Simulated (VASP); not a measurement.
A run of VASP 6.6.1 is set up as follows.

POSCAR

```
Al
1.0
    1.9364494940      1.9364494940      0.0000000000
   -1.9364494940      1.9364494940      0.0000000000
    0.0000000000      0.0000000000      4.0645475976
Al
2
Direct
    0.0000000000      0.0000000000      0.0000000000
    0.5000000000      0.5000000000      0.5000000000
```

File INCAR.step1:

```
PREC     = Accurate       # precision mode
ENCUT    = 520            # plane-wave cutoff, eV
ISMEAR   = 0              # smearing method
SIGMA    = 0.1            # smearing width, eV
LREAL    = F              # projectors in reciprocal space
LASPH    = T              # aspherical terms in the spheres
NELM     = 80             # most SCF steps
NBANDS   = 10             # bands
GGA      = PE             # functional
ALGO     = Normal         # electronic algorithm
EDIFF    = 1E-4           # SCF threshold, eV
LWAVE    = T              # write WAVECAR
LCHARG   = F              # write CHGCAR
```

File INCAR.step2:

```
PREC     = Accurate       # precision mode
ENCUT    = 520            # plane-wave cutoff, eV
EDIFF    = 1E-6           # SCF threshold, eV
ISMEAR   = 0              # smearing method
SIGMA    = 0.1            # smearing width, eV
LREAL    = F              # projectors in reciprocal space
LASPH    = T              # aspherical terms in the spheres
NELM     = 80             # most SCF steps
ALGO     = Normal         # electronic algorithm
ISIF     = 2              # what is computed and relaxed
LWAVE    = F              # write WAVECAR
LCHARG   = T              # write CHGCAR
METAGGA  = R2SCAN         # meta-GGA
LMIXTAU  = T            
LELF     = T              # ELF
LVHAR    = T            
NBANDS   = 10             # bands
ISTART   = 1
```

KPOINTS

```
Automatic mesh
0
Gamma
  18 18 14
```

Potentials or basis: VASP PAW PBE potentials, release 64 (Al).

Run with:

```sh
$ cat potpaw_PBE.64/Al/POTCAR > POTCAR
$ cp INCAR.step1 INCAR
$ mpirun -np 1 vasp_std > vasp.out
$ cp INCAR.step2 INCAR
$ mpirun -np 1 vasp_std > vasp.out
```

**Question.** What does it give for the band gap on the k mesh?

**Answer.** Zero (bands 3 and 4 overlap by 12.50 eV).

**Question.** What does it give for the pressure?

**Answer.** 4.2 GPa.

Stress tensor (GPa, compression positive):
```
5.68 0.00 0.00
0.00 5.68 0.00
0.00 0.00 1.22
```

Caveat: the cell differs from its parent crystal (biaxial strain in the a-b plane: -3.0 %); the cell stands under pressure; the PAW data sets were made with another functional, which shifts forces and pressure a little.
